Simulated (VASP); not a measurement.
A run of VASP 6.6.1 is set up as follows.

INCAR

```
SYSTEM = Sc
PREC = Accurate
ENCUT = 520
EDIFF = 1E-6
ISMEAR = -1
SIGMA = 0.03
LREAL = .FALSE.
LASPH = .TRUE.
NELM = 80
ALGO = Normal
ISIF = 2
LWAVE = .FALSE.
LCHARG = .FALSE.
GGA = PE
NBANDS = 18
```

Contents of KPOINTS:

```
Automatic mesh
0
G
  13 13 7
  0 0 0
```

The input POSCAR:

```
Sc
1.0
    3.2809915583      0.0000000000      0.0000000000
   -1.6404957791      2.8414220391      0.0000000000
    0.0000000000      0.0000000000      5.2237289994
Sc
2
Direct
    0.3333333333      0.6666666667      0.2500000000
    0.6666666667      0.3333333333      0.7500000000
```

Potentials or basis: VASP PAW PBE potentials, release 64 (Sc_sv).

The run is started by

```bash
$ cat potpaw_PBE.64/Sc_sv/POTCAR > POTCAR
$ mpirun -np 1 vasp_std > vasp.out
```

**Question.** What does it give for the band gap on the k mesh?

**Answer.** Zero (band 11 reaches 4.50 eV, above the bottom of band 12 at 3.26 eV).

**Question.** Estimate the pressure.

**Answer.** 0.7 GPa.

Stress tensor (GPa, compression positive):
```
 1.34  0.00  0.00
 0.00  1.34  0.00
 0.00  0.00 -0.48
```
